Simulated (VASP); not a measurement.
A run of VASP 6.6.1:

INCAR

```
SYSTEM = Co
PREC = Accurate
ENCUT = 520
EDIFF = 1E-6
ISMEAR = -1
SIGMA = 0.05
LREAL = .False.
LASPH = .True.
NELM = 150
ALGO = Normal
ISIF = 2
LWAVE = .False.
LCHARG = .False.
ISPIN = 2
MAGMOM = 1.653 1.653 1.672 1.672
LORBIT = 11
LMAXMIX = 4
GGA = PS
NBANDS = 30
```

KPOINTS

```
Automatic mesh
0
Gamma
  16 16 5
  0 0 0
```

The input POSCAR:

```
Co
1.0
    2.3875650901      0.0000000000      0.0000000000
   -1.1937825451      2.0676920212      0.0000000000
    0.0000000000      0.0000000000      7.7369786259
Co
4
Direct
    0.0000000000      0.0000000000      1.0000000000
    0.0000000000      0.0000000000      0.5000000000
    0.3333333333      0.6666666667      0.2500000000
    0.6666666667      0.3333333333      0.7500000000
```

Potentials or basis: VASP PAW PBE potentials, release 64 (Co).

Command:

```console
$ cat potpaw_PBE.64/Co/POTCAR > POTCAR
$ mpirun -np 1 vasp_std > vasp.out
```

Hardware: 1 thread of Intel Xeon 8259CL, on a shared host.

**Question.** Estimate the wall time of this run.

**Answer.** Run time: 4.4 min on 1 thread of Intel Xeon 8259CL, with other jobs on the host, peak memory 0.27 GiB. Counts: scf iterations 17, k points 90.
